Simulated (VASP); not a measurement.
# Ga4As3P (I-42m) in VASP: relaxation of cell and atoms with PBE

Aim: the relaxation of cell and atoms of Ga4As3P with PBE.

Program: VASP 6.6.1. These are calculated values, not measurements. Logs are shortened: lines on timing, memory, paths and dates and some standing lists are left out, and cuts for length are marked.

## 1. The cell of the first run

The structure is tetragonal, space group I-42m (No. 121). The conventional cell has a = 5.600 Å, b = 5.600 Å, c = 11.200 Å, α = 90.00°, β = 90.00°, γ = 90.00°. Ga (site symmetry m) has 1 P at 2.38 Å and 3 As at 2.44 Å within 3.1 Å. P (site symmetry -42m) has 4 Ga at 2.38 Å within 3.1 Å. As (site symmetry -4) has 4 Ga at 2.44 Å within 3.2 Å. Within 3.2 Å of As (site symmetry -42m) lie 4 Ga at 2.44 Å.

## 2. Relaxation of cell and atoms, PBE

The input, INCAR:

```
PREC     = Accurate       # precision mode
ENCUT    = 600            # plane-wave cutoff, eV
EDIFF    = 1E-6           # SCF threshold, eV
ISMEAR   = 0              # smearing method
SIGMA    = 0.2            # smearing width, eV
LREAL    = F              # projectors in reciprocal space
LASPH    = T              # aspherical terms in the spheres
NELM     = 100            # most SCF steps
ALGO     = Normal         # electronic algorithm
ISIF     = 3              # what is computed and relaxed
LWAVE    = F              # write WAVECAR
LCHARG   = F              # write CHGCAR
GGA      = PE             # functional
IBRION   = 2              # ionic algorithm
NSW      = 36             # ionic steps
EDIFFG   = -0.08          # ionic threshold
```

The input, KPOINTS:

```
Automatic mesh
0
Gamma
  4 4 4
```

The input, POSCAR:

```
Ga4As3P
1.0
   -2.8000000000      2.8000000000      5.6000000000
    2.8000000000     -2.8000000000      5.6000000000
    2.8000000000      2.8000000000     -5.6000000000
Ga P As
4 1 3
Direct
    0.1220000000      0.1220000000      0.4900000000
    0.6320000000      0.6320000000      0.5100000000
    0.3680000000      0.8780000000      0.0000000000
    0.8780000000      0.3680000000      0.0000000000
    0.0000000000      0.0000000000      0.0000000000
    0.2500000000      0.7500000000      0.5000000000
    0.7500000000      0.2500000000      0.5000000000
    0.5000000000      0.5000000000      0.0000000000
```

Potentials or basis: VASP PAW PBE potentials, release 64 (Ga_d, P, As).

Started as:

```console
$ cat potpaw_PBE.64/Ga_d/POTCAR potpaw_PBE.64/P/POTCAR potpaw_PBE.64/As/POTCAR > POTCAR
$ mpirun -np 1 vasp_std > vasp.out
```

OUTCAR:

```text
PREC = Accurate
   ENCUT = 600
   EDIFF = 1E-6
   ISMEAR = 0
   LREAL = F
   LASPH = T
   NELM = 100
   ISIF = 3
   GGA = PE
   IBRION = 2
   NSW = 36
   EDIFFG = -0.08

 ion  position               nearest neighbor table
   1  0.122  0.122  0.490-   5 2.38   6 2.44   7 2.44   8 2.44
   2  0.632  0.632  0.510-   5 2.38   6 2.44   7 2.44   8 2.44
   3  0.368  0.878  0.000-   5 2.38   6 2.44   7 2.44   8 2.44
   4  0.878  0.368  0.000-   5 2.38   7 2.44   6 2.44   8 2.44
   5  0.000  0.000  0.000-   1 2.38   2 2.38   3 2.38   4 2.38
   6  0.250  0.750  0.500-   1 2.44   2 2.44   3 2.44   4 2.44
   7  0.750  0.250  0.500-   1 2.44   2 2.44   4 2.44   3 2.44
   8  0.500  0.500  0.000-   2 2.44   3 2.44   4 2.44   1 2.44

  LATTYP: Found a body centered tetragonal cell.
 ALAT       =     5.6000000000
 C/A-ratio  =     2.0000000000

  Lattice vectors:

 A1 = (  -2.8000000000,   2.8000000000,   5.6000000000)
 A2 = (   2.8000000000,  -2.8000000000,   5.6000000000)
 A3 = (   2.8000000000,   2.8000000000,  -5.6000000000)

Analysis of symmetry for initial positions (statically):
=====================================================================
 Subroutine PRICEL returns:
 Original cell was already a primitive cell.

 Routine SETGRP: Setting up the symmetry group for a
 body centered tetragonal supercell.

 Subroutine GETGRP returns: Found  8 space group operations
 (whereof  8 operations were pure point group operations)
 out of a pool of 16 trial point group operations.

The static configuration has the point symmetry D_2d.

Analysis of symmetry for dynamics (positions and initial velocities):
=====================================================================
 Subroutine PRICEL returns:
 Original cell was already a primitive cell.

 Routine SETGRP: Setting up the symmetry group for a
 body centered tetragonal supercell.

 Subroutine GETGRP returns: Found  8 space group operations
 (whereof  8 operations were pure point group operations)
 out of a pool of 16 trial point group operations.

The dynamic configuration has the point symmetry D_2d.

 Subroutine INISYM returns: Found  8 space group operations
 (whereof  8 operations are pure point group operations),
 and found     1 'primitive' translations

----------------------------------------------------------------------------------------

                                     Primitive cell

  volume of cell :     175.6160

  direct lattice vectors                    reciprocal lattice vectors
    -2.800000000  2.800000000  5.600000000     0.000000000  0.178571429  0.089285714
     2.800000000 -2.800000000  5.600000000     0.178571429  0.000000000  0.089285714
     2.800000000  2.800000000 -5.600000000     0.178571429  0.178571429  0.000000000
[... 72 lines left out ...]
   NGX,Y,Z   is equivalent  to a cutoff of  13.57, 13.57, 13.57 a.u.
   NGXF,Y,Z  is equivalent  to a cutoff of  27.15, 27.15, 27.15 a.u.
 SYSTEM =  unknown system
   PREC   = accura    normal or accurate (medium, high low for compatibility)
   ISTART =      0    job   : 0-new  1-cont  2-samecut
   ICHARG =      2    charge: 1-file 2-atom 10-const
   ISPIN  =      1    spin polarized calculation?
   LNONCOLLINEAR =      F non collinear calculations
   LSORBIT =      F    spin-orbit coupling
   LASPH  =      T    aspherical Exc in radial PAW
   ENCUT  =  600.0 eV  44.10 Ry    6.64 a.u.  13.70 13.70 13.70*2*pi/ulx,y,z
   NELM   =    100;   NELMIN=  2; NELMDL= -5     # of ELM steps
   EDIFF  = 0.1E-05   stopping-criterion for ELM
   LREAL  =      F    real-space projection
   EDIFFG = -.8E-01   stopping-criterion for IOM
   NSW    =     36    number of steps for IOM
   IBRION =      2    ionic relax: 0-MD 1-quasi-New 2-CG
   NFREE  =      1    steps in history (QN), initial steepest desc. (CG)
   ISIF   =      3    stress and relaxation
   ISYM   =      2    0-nonsym 1-usesym 2-fastsym
   POTIM  = 0.5000    time-step for ionic-motion
   TEBEG  =    0.0;   TEEND  =   0.0 temperature during run
   PSTRESS=    0.0 pullay stress
   NELECT =      72.0000    total number of electrons
   NUPDOWN=      -1.0000    fix difference up-down
   EMIN   =  10.00;   EMAX   =-10.00  energy-range for DOS
   EFERMI =   0.00;   METHOD = LEGACY
   ISMEAR =     0;   SIGMA  =   0.20  broadening in eV -4-tet -1-fermi 0-gaus
   EFERMI_NEDOS =   21; number of points for ismear=-14 and -15
   IALGO  =     38    algorithm
   IMIX   =      4    mixing-type and parameters
     AMIX     =   0.40;   BMIX     =  1.00
     AMIX_MAG =   1.60;   BMIX_MAG =  1.00
  volume/ion in A,a.u.               =      21.95       148.14
  Fermi-wavevector in a.u.,A,eV,Ry     =   1.216179  2.298246 20.124272  1.479092
  Thomas-Fermi vector in A             =   2.351542
   LORBIT       =      0    0 simple, 1 ext, 2 COOP (PROOUT), +10 PAW based schemes
   GGA     = PE    functional components
   LHFCALC =     F    Hartree Fock is set to
   AEXX    =    0.0000 exact exchange contribution
   IVDW    =     0    specifies the selected vdW correction
   LEPSILON=     F    determine dielectric tensor
   LRPA    =     F    only Hartree local field effects (RPA)
 conjugate gradient relaxation of ions
 non-spin polarized calculation
 Gauss-broadening in eV      SIGMA  =   0.20
  energy-cutoff  :      600.00
  volume of cell :      175.62
 maximum number of plane-waves:      5902
 NGX is ok and might be reduce to    56
   NGX = 27   NGY = 27   NGZ = 27

--------------------------------------- Ionic step        1  -------------------------------------------

 number of electron      72.0000010 magnetization

 Free energy of the ion-electron system (eV)
  ---------------------------------------------------
  ext. energy  EPLUGINS =         0.00000000
  ---------------------------------------------------
  free energy    TOTEN  =       -33.81613387 eV

  energy without entropy =      -33.81606197  energy(sigma->0) =      -33.81609792

 E-fermi :   4.5634     XC(G=0):  -9.6562

 val. band max:        4.1197487778   @ k =   0.0000   0.0000   0.0000
 cond. band min:       4.9604771993   @ k =   0.0000   0.0000   0.0000
 fundamental gap:      0.8407284216
 Fermi energy:         4.5633696405

 k-point     1 :       0.0000    0.0000    0.0000
  band No.  band energies     occupation
      1     -10.7495      2.00000
      2     -10.7379      2.00000
      3     -10.7286      2.00000
      4     -10.6354      2.00000
      5     -10.6354      2.00000
      6     -10.6353      2.00000
[... 754 lines left out ...]
--------------------------------------- Ionic step        5  -------------------------------------------

 number of electron      71.9999994 magnetization

 Free energy of the ion-electron system (eV)
  ---------------------------------------------------
  ext. energy  EPLUGINS =         0.00000000
  ---------------------------------------------------
  free energy    TOTEN  =       -33.90041012 eV

  energy without entropy =      -33.89914674  energy(sigma->0) =      -33.89977843

 E-fermi :   3.9846     XC(G=0):  -9.4551

 val. band max:        3.6997308446   @ k =   0.0000   0.0000   0.0000
 cond. band min:       4.1977904476   @ k =   0.0000   0.0000   0.0000
 fundamental gap:      0.4980596030
 Fermi energy:         3.9846231444

 k-point     1 :       0.0000    0.0000    0.0000
  band No.  band energies     occupation
      1     -11.0792      2.00000
      2     -11.0684      2.00000
      3     -11.0646      2.00000
      4     -10.9831      2.00000
      5     -10.9831      2.00000
      6     -10.9830      2.00000
[... 622 lines left out ...]
  FREE ENERGIE OF THE ION-ELECTRON SYSTEM (eV)
  ---------------------------------------------------
  free  energy   TOTEN  =       -33.9004101186 eV

  energy  without entropy=      -33.8991467445  energy(sigma->0) =      -33.89977843

 reached required accuracy - stopping structural energy minimisation
```

OSZICAR:

```text
N       E                     dE             d eps       ncg     rms          rms(c)
DAV:   1     0.658241149472E+03    0.65824E+03   -0.35887E+04  1166   0.263E+03
DAV:   2     0.772835432470E+02   -0.58096E+03   -0.56784E+03  1174   0.651E+02
DAV:   3    -0.275523104721E+02   -0.10484E+03   -0.10183E+03  1310   0.189E+02
DAV:   4    -0.343572693345E+02   -0.68050E+01   -0.67669E+01  1328   0.466E+01
[... 44 lines left out ...]
DAV:   1    -0.338999745312E+02   -0.55898E-03   -0.20372E-01  1288   0.221E+00    0.743E-02
DAV:   2    -0.339004161223E+02   -0.44159E-03   -0.45811E-03  1568   0.405E-01    0.253E-02
DAV:   3    -0.339004121933E+02    0.39291E-05   -0.80258E-05  1540   0.623E-02    0.139E-02
DAV:   4    -0.339004101142E+02    0.20791E-05   -0.16204E-05  1657   0.233E-02    0.440E-03
DAV:   5    -0.339004101186E+02   -0.43765E-08   -0.16211E-06   802   0.887E-03
   5 F= -.33900410E+02 E0= -.33899778E+02  d E =-.994663E-03
```

CONTCAR:

```text
Ga4As3P
   1.00000000000000
    -2.8424926446938330    2.8424926446938330    5.6832854538431841
     2.8424926446938330   -2.8424926446938330    5.6832854538431841
     2.8424926446938330    2.8424926446938330   -5.6832854538431841
  Ga              P               As
     4     1     3
Direct
     0.1211860749399314    0.1211860749399314    0.4878244382459606
     0.6333616366939708    0.6333616366939708    0.5121755617540394
     0.3666383633060291    0.8788139250600686    0.0000000000000000
     0.8788139250600686    0.3666383633060291    0.0000000000000000
     0.0000000000000000    0.0000000000000000    0.0000000000000000
     0.2500000000000000    0.7500000000000000    0.5000000000000000
     0.7500000000000000    0.2500000000000000    0.5000000000000000
     0.5000000000000000    0.5000000000000000    0.0000000000000000

  0.00000000E+00  0.00000000E+00  0.00000000E+00
  0.00000000E+00  0.00000000E+00  0.00000000E+00
  0.00000000E+00  0.00000000E+00  0.00000000E+00
  0.00000000E+00  0.00000000E+00  0.00000000E+00
  0.00000000E+00  0.00000000E+00  0.00000000E+00
  0.00000000E+00  0.00000000E+00  0.00000000E+00
  0.00000000E+00  0.00000000E+00  0.00000000E+00
  0.00000000E+00  0.00000000E+00  0.00000000E+00
```

Run time: 19 min. Hardware: 1 thread of Oxide Virtual Turin-like, shared host; peak memory 0.49 GiB.

What came out:

| Quantity | Value |
| --- | --- |
| Free energy | -33.9004 eV |
| Relaxed volume | 22.96 Å³/atom |
| Relaxed cell | a = 6.961 Å, b = 6.961 Å, c = 6.961 Å, α = 131.80°, β = 131.80°, γ = 70.54° |
| Space group after relaxing (to 0.05 Å) | I-42m (No. 121) |
| Energy gained by relaxing | 10.5 meV/atom |
| Ionic steps | 5 |
| Pressure after relaxing | 0.1 GPa |
| Largest force after relaxing | 0.050 eV/Å |
| Band gap on the k mesh | 0.50 eV, direct |

Forces on the atoms (eV/Å):
```
Ga  -0.034 -0.034  0.010
Ga   0.034  0.034  0.010
Ga   0.034 -0.034 -0.010
Ga  -0.034  0.034 -0.010
P    0.000  0.000  0.000
As   0.000  0.000  0.000
As   0.000  0.000  0.000
As   0.000  0.000  0.000
```

The path:
| step | energy change (eV) | largest force (eV/Å) | pressure (GPa) | volume (Å³) |
| --- | --- | --- | --- | --- |
| 1 | 0.0000 | 0.1633 | 3.28 | 175.62 |
| 2 | -0.0715 | 0.0586 | -1.16 | 187.30 |
| 3 | -0.0833 | 0.0849 | -0.12 | 183.93 |
| 4 | -0.0833 | 0.0880 | 0.12 | 183.71 |
| 5 | -0.0843 | 0.0496 | 0.08 | 183.68 |

Final structure:
```cif
data_structure
_symmetry_space_group_name_H-M 'P 1'
_symmetry_Int_Tables_number 1
_cell_length_a 6.9613
_cell_length_b 6.9613
_cell_length_c 6.9613
_cell_angle_alpha 131.800
_cell_angle_beta 131.800
_cell_angle_gamma 70.545
_cell_volume 183.68
loop_
_atom_site_label
_atom_site_type_symbol
_atom_site_fract_x
_atom_site_fract_y
_atom_site_fract_z
_atom_site_occupancy
Ga1 Ga 0.12119 0.12119 0.48782 1
Ga2 Ga 0.63336 0.63336 0.51218 1
Ga3 Ga 0.36664 0.87881 0.00000 1
Ga4 Ga 0.87881 0.36664 0.00000 1
P1 P 0.00000 0.00000 0.00000 1
As1 As 0.25000 0.75000 0.50000 1
As2 As 0.75000 0.25000 0.50000 1
As3 As 0.50000 0.50000 0.00000 1
```

Levels at points of the mesh, in eV from the valence-band top:
```
           k point  band 33  band 34  band 35  band 36  band 37  band 38  band 39  band 40
(0.00, 0.00, 0.00)    -2.53     0.00     0.00     0.00     0.50     1.58     1.70     3.73
(0.50, 0.00, 0.00)    -2.16    -2.10    -1.33    -1.11     2.94     3.02     3.25     3.36
(0.50, 0.50, 0.00)    -1.08    -1.01    -0.99    -0.93     1.02     1.04     2.62     2.85
(0.50, 0.50, 0.50)    -1.70    -1.70    -1.46    -1.46     1.46     1.67     1.71     1.71
```

Caveat: the relaxation stopped at a loose force limit of 0.08 eV/Å, so its end isn't a converged minimum. As with any semilocal functional, this PBE gap is likely too small.
